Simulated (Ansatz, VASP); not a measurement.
**Rh in VASP and in Ansatz**

```xyz
4
Lattice="2.8006 0.0000 0.0000 -1.4003 2.4254 0.0000 0.0000 0.0000 9.1325" Properties=species:S:1:pos:R:3 pbc="T T T"
Rh   -1.4003    2.4254    0.0000
Rh   -1.4003    2.4254    4.5662
Rh    0.0000    1.6169    2.2831
Rh    1.4003    0.8085    6.8494
```

Alike in both runs: task single point; functional RPBE; k mesh 15 × 15 × 4; occupations fermi-dirac, width 0.1 eV; no spin polarisation.

```csv
,VASP,Ansatz
version,VASP 6.6.1,Ansatz 0.2.0
potentials or method,"VASP PAW PBE potentials, release 64 (Rh_pv), cutoff 520 eV","plane waves (420 eV) with PAW, scalar-relativistic"
valence electrons in the cell,60,68
```

|  | VASP | Ansatz | Ansatz less VASP |
| --- | --- | --- | --- |
| pressure (GPa) | -14.6 | -14.7 | -0.14 |
| traceless stress, the component that is largest in VASP (GPa) | -0.13 | -0.12 | +0.006 |

VASP's potentials were made for PBE, not for RPBE. With one functional, cell and mesh, what is left measures potentials, basis and numerics. VASP's potentials hold 60 valence electrons a cell and Ansatz's 68, so a difference there can come from the potentials and not from the codes.
